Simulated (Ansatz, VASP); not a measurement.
One calculation of BaS, two programs

```
CELL_PARAMETERS angstrom
0.00000 3.51941 3.50181
3.51941 0.00000 3.50181
3.51941 3.51941 0.00000
ATOMIC_POSITIONS crystal
Ba 0.00000 0.00000 0.00000
S 0.25000 0.25000 0.25000
```

Change from the starting cell: uniaxial_z strain -0.5%.

Alike in both runs: task single point; functional r2SCAN; k mesh 6 × 6 × 6; no spin polarisation.

|  | VASP | Ansatz |
| --- | --- | --- |
| version | VASP 6.6.1 | Ansatz 0.2.0 |
| potentials or method | VASP PAW PBE potentials, release 64 (Ba_sv, S) | plane waves, PAW |
| plane-wave cutoff (eV) | 520 | 500 |
| occupations | gaussian, width 0.01 eV | fixed |
| valence electrons in the cell | 16 | 16 |

Ansatz gave:

```
gap on the k mesh at the Fermi level (eV) : 3.07
pressure (GPa)                            : 0.1
```

**Question.** What did VASP give for the same quantities?

**Answer.** gap on the k mesh at the Fermi level (eV): 3.09; pressure (GPa): 0.6.

VASP's potentials were made for PBE, not for r2SCAN.

Neither program's run includes spin-orbit coupling.
